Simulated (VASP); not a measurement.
A run of VASP 6.6.1:

The input INCAR:

```
SYSTEM = TaN
  ALGO = Normal
  EDIFF = 1E-8
  ENCUT = 520
  IBRION = 8
  ISIF = 2
  ISMEAR = -1
  LASPH = .True.
  LCHARG = .True.
  LREAL = .False.
  LWAVE = .False.
  NELM = 80
  NSW = 1
  PREC = Accurate
  SIGMA = 0.15
```

File KPOINTS:

```
k-points
0
Gamma
  18 18 14
  0 0 0
```

File POSCAR:

```
TaN
1.0
    2.8371000754      0.0000000000      0.0000000000
   -1.4185500377      2.4570007384      0.0000000000
    0.0000000000      0.0000000000      2.7953070436
Ta N
1 1
Direct
    0.3333333333      0.6666666667      0.5000000000
    0.0000000000      0.0000000000      0.0000000000
```

Potentials or basis: VASP PAW LDA potentials, release 64 (Ta_pv, N).

Command:

```sh
$ cat potpaw_LDA.64/Ta_pv/POTCAR potpaw_LDA.64/N/POTCAR > POTCAR
$ mpirun -np 1 vasp_std > vasp.out
```

Hardware: 1 thread of Intel(R) Xeon(R) Platinum 8488C (Sapphire Rapids) (shared host).

Q: How long does it take, and how much memory?

A: It took 10 min on 1 thread of Intel(R) Xeon(R) Platinum 8488C (Sapphire Rapids) (shared host), peak memory 0.73 GiB. Counts: scf iterations 79, k points 296.
